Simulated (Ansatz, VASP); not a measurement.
## Pd in VASP and in Ansatz

```
CELL_PARAMETERS angstrom
0.00000 1.94469 1.94469
1.94469 0.00000 1.94469
1.94469 1.94469 0.00000
ATOMIC_POSITIONS crystal
Pd 0.00000 0.00000 0.00000
```

Alike in both runs: functional PBE; dispersion D3(BJ); k mesh 18 × 18 × 18; occupations gaussian, width 0.1 eV; no spin polarisation.

Ansatz relaxed the structure, and its values are those at the end. VASP's run is a single point on that final structure, the one shown.

|  | VASP | Ansatz |
| --- | --- | --- |
| version | VASP 6.6.1 | Ansatz 0.2.0 |
| potentials or method | VASP PAW PBE potentials, release 64 (Pd), cutoff 520 eV | scalar-relativistic, plane waves, PAW |
| valence electrons in the cell | 10 | 18 |

```csv
,VASP,Ansatz,Ansatz less VASP
gap on the k mesh at the Fermi level (eV),none,none,-
pressure (GPa),-0.3,0.0,+0.33
```

A gap of «none» marks a metal or a gap that the smearing closes. VASP's potentials hold 10 valence electrons a cell and Ansatz's 18, so a difference there can come from the potentials and not from the codes.
